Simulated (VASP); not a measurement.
Input of a VASP 6.6.1 run:

INCAR

```
PREC     = Accurate       # precision mode
ENCUT    = 500            # plane-wave cutoff, eV
EDIFF    = 1E-6           # SCF threshold, eV
ISMEAR   = 0              # smearing method
SIGMA    = 0.1            # smearing width, eV
LREAL    = F              # projectors in reciprocal space
LASPH    = T              # aspherical terms in the spheres
NELM     = 120            # most SCF steps
ALGO     = Normal         # electronic algorithm
ISIF     = 2              # what is computed and relaxed
LWAVE    = F              # write WAVECAR
LCHARG   = F              # write CHGCAR
GGA      = PE             # functional
NBANDS   = 17             # bands
GGA_COMPAT= F
```

The input KPOINTS:

```
regular mesh
0
Gamma
  9 9 4
```

Contents of POSCAR:

```
Pt
1.0
    2.7606656158      0.0000000000      0.0000000000
   -1.3803328079      2.3908065546      0.0000000000
    0.0000000000      0.0000000000      4.7921340000
Pt
2
Direct
    0.6666666700      0.3333333300      0.7500000000
    0.3333333300      0.6666666700      0.2500000000
```

Potentials or basis: VASP PAW PBE potentials, release 64 (Pt).

Launch:

```bash
$ cat potpaw_PBE.64/Pt/POTCAR > POTCAR
$ mpirun -np 1 vasp_std > vasp.out
```

Task: What does it give for the band gap on the k mesh?

Result: Zero (band 10 reaches 10.69 eV, above the bottom of band 11 at 9.56 eV).

Task: Predict the pressure.

Result: -1.3 GPa.

Stress tensor (GPa, compression positive):
```
-1.44  0.00  0.00
 0.00 -1.44  0.00
 0.00  0.00 -1.00
```

Caveat: spin-orbit coupling is left out, which moves the levels of the heavy elements.
